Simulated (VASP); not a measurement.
Ru:

```xyz
2
Lattice="2.6679 0.0000 0.0000 -1.3340 2.3105 0.0000 0.0000 0.0000 4.3220" Properties=species:S:1:pos:R:3 pbc="T T T"
Ru    0.0000    1.5403    1.0805
Ru    1.3340    0.7702    3.2415
```

* Program: VASP 6.6.1
* Task: relaxation of cell and atoms
* Functional: PBEsol
* Potentials or basis: VASP PAW PBE potentials, release 64 (Ru_pv)
* Cutoff: 600 eV
* k mesh: 18 × 18 × 10
* Occupations: fermi-dirac, width 0.08 eV
* Spin: no spin polarisation

At the start: pressure -0.1 GPa; volume 13.32 Å³/atom.

Q: Where does the relaxation end?

A: Over 11 steps the energy falls by 8.3 meV/atom; space group P6_3/mmc (No. 194, to 0.1 Å) before and after.

The path:
```csv
step,energy change (eV),largest force (eV/Å),pressure (GPa),volume (Å³)
1,0.0000,0.0000,-0.13,26.64
2,-0.0003,0.0000,1.36,26.58
3,-0.0166,0.0000,0.31,26.62
4,-0.0166,0.0000,0.32,26.62
5,-0.0164,0.0000,-0.88,26.71
6,-0.0166,0.0000,0.03,26.64
7,-0.0166,0.0000,-0.02,26.64
8,-0.0166,0.0000,-0.04,26.64
9,-0.0166,0.0000,-0.03,26.64
10,-0.0166,0.0000,-0.02,26.64
11,-0.0166,0.0000,-0.01,26.64
```

Final structure:
```xyz
2
Lattice="2.6900 0.0000 0.0000 -1.3450 2.3296 0.0000 0.0000 0.0000 4.2512" Properties=species:S:1:pos:R:3 pbc="T T T"
Ru    0.0000    1.5531    1.0628
Ru    1.3450    0.7765    3.1884
```

Caveat: the PAW data sets were made with another functional, which shifts forces and pressure a little.
